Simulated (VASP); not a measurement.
The system is CdF2.

```
Cd F
1.0
     0.00000    2.69400    2.69400
     2.69400    0.00000    2.69400
     2.69400    2.69400    0.00000
Cd F
1 2
Direct
  0.00000 0.00000 0.00000
  0.75000 0.75000 0.75000
  0.25000 0.25000 0.25000
```

Base run:

| Item | Value |
| --- | --- |
| Program | VASP 6.6.1 |
| Functional | PBE |
| Potentials or basis | VASP PAW PBE potentials, release 64 (Cd, F) |
| Cutoff | 520 eV |
| k mesh | 5 × 5 × 5 |
| Occupations | fermi-dirac, width 0.05 eV |
| Spin | no spin polarisation |

Its results: band gap on the k mesh 3.15 eV (least direct gap 3.57 eV); pressure 6.2 GPa.

Task: The run is repeated on the same cell with these changes: functional from PBE to revPBE. What comes out?

Result: Band gap on the k mesh 3.31 eV (least direct gap 3.73 eV); pressure 9.8 GPa.

revPBE binds less tightly than PBE, so the same cell stands under more pressure.

Caveats: the cell stands under pressure; an odd mesh through Γ misses points on the zone boundary, where band edges can lie; the PAW data sets were made with another functional, which shifts forces and pressure a little (at least some runs).
